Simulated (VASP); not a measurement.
# CoSi2 (MoSi2 type) (I4/mmm) in VASP: relaxation of shape and atoms at fixed volume with PBE

Aim: the relaxation of shape and atoms at fixed volume of CoSi2 (MoSi2 type) with PBE.

Program: VASP 6.6.1. These are calculated values, not measurements. Logs are shortened: lines on timing, memory, paths and dates and some standing lists are left out, and cuts for length are marked.

## (1) The cell of the first run

Symmetry: I4/mmm, No. 139, tetragonal system. Conventional cell: a = 2.731 Å, b = 2.731 Å, c = 6.004 Å, α = 90.00°, β = 90.00°, γ = 90.00°. Co (site symmetry 4/mmm) has 10 Si at 2.01 to 2.17 Å and 4 Co at 2.73 Å within 2.8 Å. Si (site symmetry 4mm) has 5 Si at 1.99 to 2.18 Å and 5 Co at 2.01 to 2.17 Å within 2.6 Å.

## (2) Relaxation of shape and atoms at fixed volume, PBE

The input, INCAR:

```
SYSTEM = CoSi2
ALGO = Normal
EDIFF = 1E-7
EDIFFG = -0.005
ENCUT = 600
GGA = PE
IBRION = 2
ISIF = 4
ISMEAR = -1
LASPH = .TRUE.
LCHARG = .FALSE.
LREAL = .FALSE.
LWAVE = .FALSE.
NELM = 80
NSW = 50
PREC = Accurate
SIGMA = 0.05
```

The input, KPOINTS:

```
k-points
0
G
  14 14 14
  0 0 0
```

The input, POSCAR:

```
CoSi2
1.0
   -1.3653057329      1.3653057329      3.0020993025
    1.3653057329     -1.3653057329      3.0020993025
    1.3653057329      1.3653057329     -3.0020993025
Co Si
1 2
Direct
    0.0000000000      0.0000000000      0.0000000000
    0.3345954708      0.3345954708      0.0000000000
   -0.3345954708     -0.3345954708      0.0000000000
```

Potentials or basis: VASP PAW PBE potentials, release 64 (Co, Si).

The run is started by

```bash
$ cat potpaw_PBE.64/Co/POTCAR potpaw_PBE.64/Si/POTCAR > POTCAR
$ mpirun -np 1 vasp_std > vasp.out
```

OUTCAR:

```text
SYSTEM = CoSi2
   EDIFF = 1E-7
   EDIFFG = -0.005
   ENCUT = 600
   GGA = PE
   IBRION = 2
   ISIF = 4
   ISMEAR = -1
   LASPH = .TRUE.
   LREAL = .FALSE.
   NELM = 80
   NSW = 50
   PREC = Accurate

 ion  position               nearest neighbor table
   1  0.000  0.000  0.000-   2 2.01   3 2.01   3 2.17   2 2.17   3 2.17   3 2.17   3 2.17   2 2.17
                             2 2.17   2 2.17
   2  0.335  0.335  0.000-   3 1.99   1 2.01   1 2.17   1 2.17   1 2.17   1 2.17   3 2.18   3 2.18
                             3 2.18   3 2.18
   3  0.665  0.665  0.000-   2 1.99   1 2.01   1 2.17   1 2.17   1 2.17   1 2.17   2 2.18   2 2.18
                             2 2.18   2 2.18

  LATTYP: Found a body centered tetragonal cell.
 ALAT       =     2.7306114658
 C/A-ratio  =     2.1988476501

  Lattice vectors:

 A1 = (  -1.3653057329,   1.3653057329,   3.0020993025)
 A2 = (   1.3653057329,  -1.3653057329,   3.0020993025)
 A3 = (   1.3653057329,   1.3653057329,  -3.0020993025)

Analysis of symmetry for initial positions (statically):
=====================================================================
 Subroutine PRICEL returns:
 Original cell was already a primitive cell.

 Routine SETGRP: Setting up the symmetry group for a
 body centered tetragonal supercell.

 Subroutine GETGRP returns: Found 16 space group operations
 (whereof 16 operations were pure point group operations)
 out of a pool of 16 trial point group operations.

The static configuration has the point symmetry D_4h.

Analysis of symmetry for dynamics (positions and initial velocities):
=====================================================================
 Subroutine PRICEL returns:
 Original cell was already a primitive cell.

 Routine SETGRP: Setting up the symmetry group for a
 body centered tetragonal supercell.

 Subroutine GETGRP returns: Found 16 space group operations
 (whereof 16 operations were pure point group operations)
 out of a pool of 16 trial point group operations.

The dynamic configuration has the point symmetry D_4h.

 Subroutine INISYM returns: Found 16 space group operations
 (whereof 16 operations are pure point group operations),
 and found     1 'primitive' translations

----------------------------------------------------------------------------------------

                                     Primitive cell

  volume of cell :      22.3844

  direct lattice vectors                    reciprocal lattice vectors
    -1.365305733  1.365305733  3.002099303     0.000000000  0.366218341  0.166550120
     1.365305733 -1.365305733  3.002099303     0.366218341  0.000000000  0.166550120
     1.365305733  1.365305733 -3.002099303     0.366218341  0.366218341  0.000000000

  length of vectors
     3.569414477  3.569414477  3.569414477     0.402311839  0.402311839  0.517910944

  position of ions in fractional coordinates (direct lattice)
     0.000000000  0.000000000  0.000000000
     0.334595471  0.334595471  0.000000000
     0.665404529  0.665404529  0.000000000

  ion indices of the primitive-cell ions
   primitive index   ion index
                 1           1
                 2           2
                 3           3

----------------------------------------------------------------------------------------

 KPOINTS: k-points

Automatic generation of k-mesh.
 Grid dimensions read from file:
 generate k-points for:   14   14   14

 Generating k-lattice:

  Cartesian coordinates                     Fractional coordinates (reciprocal lattice)
     0.000000000  0.026158453  0.011896437     0.071428571  0.000000000  0.000000000
     0.026158453  0.000000000  0.011896437     0.000000000  0.071428571  0.000000000
     0.026158453  0.026158453  0.000000000     0.000000000  0.000000000  0.071428571

  Length of vectors
     0.028736560  0.028736560  0.036993639

  Shift w.r.t. Gamma in fractional coordinates (k-lattice)
     0.000000000  0.000000000  0.000000000

 Subroutine IBZKPT returns following result:
 ===========================================

 Found    244 irreducible k-points:

 Following reciprocal coordinates:
            Coordinates               Weight
  0.000000  0.000000  0.000000      1.000000
  0.071429  0.000000 -0.000000      8.000000
  0.142857 -0.000000  0.000000      8.000000
  0.214286  0.000000 -0.000000      8.000000
  0.285714  0.000000 -0.000000      8.000000
  0.357143 -0.000000  0.000000      8.000000
[... 16 lines left out ...]
  0.214286  0.142857  0.000000     16.000000
  0.285714  0.142857  0.000000     16.000000
 [... further k-points ...]
   k-points           NKPTS =    244   k-points in BZ     NKDIM =    244   number of bands    NBANDS=     12
   number of dos      NEDOS =    301   number of ions     NIONS =      3
   total plane-waves  NPLWV =  27000
   dimension x,y,z NGX =    30 NGY =   30 NGZ =   30
   dimension x,y,z NGXF=    60 NGYF=   60 NGZF=   60
   ions per type =               1   2
   NGX,Y,Z   is equivalent  to a cutoff of  13.97, 13.97, 13.97 a.u.
   NGXF,Y,Z  is equivalent  to a cutoff of  27.95, 27.95, 27.95 a.u.
 SYSTEM =  CoSi2
   PREC   = accura    normal or accurate (medium, high low for compatibility)
   ISTART =      0    job   : 0-new  1-cont  2-samecut
   ICHARG =      2    charge: 1-file 2-atom 10-const
   ISPIN  =      1    spin polarized calculation?
   LNONCOLLINEAR =      F non collinear calculations
   LSORBIT =      F    spin-orbit coupling
   LASPH  =      T    aspherical Exc in radial PAW
   ENCUT  =  600.0 eV  44.10 Ry    6.64 a.u.   7.13  7.13  7.13*2*pi/ulx,y,z
   NELM   =     80;   NELMIN=  2; NELMDL= -5     # of ELM steps
   EDIFF  = 0.1E-06   stopping-criterion for ELM
   LREAL  =      F    real-space projection
   EDIFFG = -.5E-02   stopping-criterion for IOM
   NSW    =     50    number of steps for IOM
   IBRION =      2    ionic relax: 0-MD 1-quasi-New 2-CG
   NFREE  =      1    steps in history (QN), initial steepest desc. (CG)
   ISIF   =      4    stress and relaxation
   ISYM   =      2    0-nonsym 1-usesym 2-fastsym
   POTIM  = 0.5000    time-step for ionic-motion
   TEBEG  =    0.0;   TEEND  =   0.0 temperature during run
   PSTRESS=    0.0 pullay stress
   NELECT =      17.0000    total number of electrons
   NUPDOWN=      -1.0000    fix difference up-down
   EMIN   =  10.00;   EMAX   =-10.00  energy-range for DOS
   EFERMI =   0.00;   METHOD = LEGACY
   ISMEAR =    -1;   SIGMA  =   0.05  broadening in eV -4-tet -1-fermi 0-gaus
   EFERMI_NEDOS =   21; number of points for ismear=-14 and -15
   IALGO  =     38    algorithm
   IMIX   =      4    mixing-type and parameters
     AMIX     =   0.40;   BMIX     =  1.00
     AMIX_MAG =   1.60;   BMIX_MAG =  1.00
  volume/ion in A,a.u.               =       7.46        50.35
  Fermi-wavevector in a.u.,A,eV,Ry     =   1.493629  2.822550 30.353628  2.230929
  Thomas-Fermi vector in A             =   2.606005
   LORBIT       =      0    0 simple, 1 ext, 2 COOP (PROOUT), +10 PAW based schemes
   GGA     = PE    functional components
   LHFCALC =     F    Hartree Fock is set to
   AEXX    =    0.0000 exact exchange contribution
   IVDW    =     0    specifies the selected vdW correction
   LEPSILON=     F    determine dielectric tensor
   LRPA    =     F    only Hartree local field effects (RPA)
 conjugate gradient relaxation of ions
 non-spin polarized calculation
  energy-cutoff  :      600.00
  volume of cell :       22.38
 maximum number of plane-waves:       764
 NGX is ok and might be reduce to    30
   NGX = 15   NGY = 15   NGZ = 15

--------------------------------------- Ionic step        1  -------------------------------------------

 number of electron      17.0000001 magnetization

 Free energy of the ion-electron system (eV)
  ---------------------------------------------------
  ext. energy  EPLUGINS =         0.00000000
  ---------------------------------------------------
  free energy    TOTEN  =       -11.41533900 eV

  energy without entropy =      -11.40889327  energy(sigma->0) =      -11.41211613

------------------------ aborting loop because EDIFF is reached ----------------------------------------

  FORCE on cell =-STRESS in cart. coord.  units (eV):
  Direction    XX          YY          ZZ          XY          YZ          ZX
  --------------------------------------------------------------------------------------
  -------------------------------------------------------------------------------------
  Total       30.2778577     30.2778577     41.8733253      0.0000000     -0.0000000      0.0000000
  in kB     2167.1593878   2167.1593878   2997.1132974      0.0000000     -0.0000000      0.0000000
  external PRESSURE =    2443.8106910 kB  Pullay stress =       0.0000000 kB
[... 92 lines left out ...]
  FREE ENERGIE OF THE ION-ELECTRON SYSTEM (eV)
  ---------------------------------------------------
  free  energy   TOTEN  =       -11.7260507644 eV

  energy  without entropy=      -11.7162671870  energy(sigma->0) =      -11.72115898

[... ionic steps 4 to 7 ...]

--------------------------------------- Ionic step        8  -------------------------------------------

 number of electron      16.9999998 magnetization

------------------------ aborting loop because EDIFF is reached ----------------------------------------
[... 69 lines left out ...]
--------------------------------------- Ionic step       10  -------------------------------------------

 number of electron      16.9999998 magnetization

 Free energy of the ion-electron system (eV)
  ---------------------------------------------------
  ext. energy  EPLUGINS =         0.00000000
  ---------------------------------------------------
  free energy    TOTEN  =       -11.74063263 eV

  energy without entropy =      -11.73102935  energy(sigma->0) =      -11.73583099

 E-fermi :  20.9821     XC(G=0): -14.6294

 val. band max:       20.9732582289   @ k =  -0.3571   0.1429   0.0714
 cond. band min:      20.9831214403   @ k =  -0.3571   0.3571   0.1429
 fundamental gap:      0.0098632114
 Fermi energy:        20.9820862489

 k-point     1 :       0.0000    0.0000    0.0000
  band No.  band energies     occupation
      1       0.9053      2.00000
      2      10.8666      2.00000
      3      14.6551      2.00000
      4      15.4606      2.00000
      5      15.5658      2.00000
      6      15.5658      2.00000
      7      17.4981      2.00000
      8      21.2903      0.00420
      9      21.8306      0.00000
     10      24.4133      0.00000
     11      24.4133      0.00000
     12      24.4205      0.00000
[... 331 lines left out ...]
 k-point    24 :       0.2857    0.1429    0.0000
  band No.  band energies     occupation
      1       3.6198      2.00000
      2      10.1814      2.00000
      3      11.8385      2.00000
      4      14.4827      2.00000
      5      15.2719      2.00000
      6      15.6015      2.00000
      7      16.1867      2.00000
      8      19.4477      2.00000
      9      21.2405      0.01132
     10      22.9816      0.00000
     11      24.6244      0.00000
     12      27.2450      0.00000

 [... further k-points ...]

------------------------ aborting loop because EDIFF is reached ----------------------------------------

  FORCE on cell =-STRESS in cart. coord.  units (eV):
  Direction    XX          YY          ZZ          XY          YZ          ZX
  --------------------------------------------------------------------------------------
  -------------------------------------------------------------------------------------
  Total       32.2205017     32.2205017     32.2182498      0.0000000      0.0000000      0.0000000
  in kB     2306.2055257   2306.2055257   2306.0443423      0.0000000      0.0000000      0.0000000
  external PRESSURE =    2306.1517979 kB  Pullay stress =       0.0000000 kB
[... 18 lines left out ...]
  FREE ENERGIE OF THE ION-ELECTRON SYSTEM (eV)
  ---------------------------------------------------
  free  energy   TOTEN  =       -11.7406326331 eV

  energy  without entropy=      -11.7310293521  energy(sigma->0) =      -11.73583099

 reached required accuracy - stopping structural energy minimisation
```

It took 6.1 min on 1 thread of AMD EPYC 9R45 (Zen 5), shared host; peak memory 0.22 GiB.

Results:

```
Free energy               : -11.7406 eV
Energy gained by relaxing : 108.4 meV/atom
Ionic steps               : 10
Pressure after relaxing   : 230.6 GPa
Band gap on the k mesh    : zero (an odd number of electrons rules out a gap without spin polarisation)
```

The path:
```
step  energy change (eV)  largest force (eV/Å)  pressure (GPa)  volume (Å³)
   1              0.0000                0.2866          244.38        22.38
   2             -0.1767                1.7142          223.18        22.38
   3             -0.3107                0.9902          231.21        22.38
   4             -0.2655                2.1246          231.27        22.38
   5             -0.3252                0.0293          230.84        22.38
   6             -0.3252                0.0090          230.84        22.38
   7             -0.3253                0.0079          230.64        22.38
   8             -0.3253                0.0087          230.61        22.38
   9             -0.3253                0.0147          230.60        22.38
  10             -0.3253                0.0000          230.62        22.38
```

Final structure:
```
Co Si
1.0
    -1.32080    1.32080    3.20781
     1.32080   -1.32080    3.20781
     1.32080    1.32080   -3.20781
Co Si
1 2
Direct
  0.00000 0.00000 0.00000
  0.33550 0.33550 0.00000
  0.66450 0.66450 0.00000
```

Levels at points of the mesh, in eV from the Fermi level:
```csv
k point,band 5,band 6,band 7,band 8,band 9,band 10,band 11,band 12
"(0.00, 0.00, 0.00)",-5.42,-5.42,-3.48,0.31,0.85,3.43,3.43,3.44
"(0.50, 0.00, 0.00)",-5.74,-5.48,-4.26,-1.93,1.11,3.64,3.74,6.19
"(0.50, 0.50, 0.00)",-6.44,-6.18,-5.35,-2.05,-1.02,-0.56,2.05,2.74
"(0.50, 0.50, 0.50)",-4.10,-4.10,-3.38,-1.44,-1.44,3.02,6.03,9.25
```

Caveat: the run has no spin polarisation, though such a crystal can be magnetic.
